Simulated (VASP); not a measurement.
A run of VASP 6.6.1 is set up as follows.

The input INCAR:

```
SYSTEM = TiO2
ALGO = Normal ; EDIFF = 1E-6
EDIFFG = -0.04 ; ENCUT = 600
GGA = PE ; IBRION = 2
ISIF = 3 ; ISMEAR = 0
ISPIN = 2 ; LASPH = .True.
LCHARG = .False. ; LMAXMIX = 4
LORBIT = 11 ; LREAL = .False.
LWAVE = .False. ; MAGMOM = 1 1 0 0 0 0
NELM = 150 ; NSW = 90
PREC = Accurate ; SIGMA = 0.1
```

File KPOINTS:

```
k-points
0
Gamma
  4 4 6
  0 0 0
```

POSCAR

```
TiO2
1.0
    4.5939998600      0.0000000000      0.0000000000
    0.0000000000      4.5939998600      0.0000000000
    0.0000000000      0.0000000000      2.9590001100
Ti O
2 4
Direct
    0.0000000000      0.0000000000      0.0000000000
    0.5000000000      0.5000000000      0.5000000000
    0.3059999900      0.3059999900      0.0000000000
    0.1940000100      0.8059999900      0.5000000000
    0.6940000100      0.6940000100      0.0000000000
    0.8059999900      0.1940000100      0.5000000000
```

Potentials or basis: VASP PAW PBE potentials, release 64 (Ti_sv, O).

The run is started by

```console
$ cat potpaw_PBE.64/Ti_sv/POTCAR potpaw_PBE.64/O/POTCAR > POTCAR
$ mpirun -np 1 vasp_std > vasp.out
```

Q: Estimate the space group after relaxing (to 0.1 Å).

A: P4_2/mnm (No. 136).

Q: Estimate the relaxed cell.

A: a = 4.640 Å, b = 4.640 Å, c = 2.971 Å, α = 90.00°, β = 90.00°, γ = 90.00°.

Q: What does it give for the relaxed volume?

A: 10.66 Å³/atom.

Step by step:
```tsv
step	energy change (eV)	largest force (eV/Å)	pressure (GPa)	volume (Å³)
1	0.0000	0.2604	5.86	62.45
2	0.0166	0.2379	-6.78	65.95
3	-0.0300	0.0211	-0.13	63.97
4	-0.0300	0.0255	-0.04	63.94
5	-0.0317	0.0005	0.11	63.96
```

PBE usually gives volumes a little too large and moduli too small. Zero-point motion and thermal expansion aren't in these numbers.
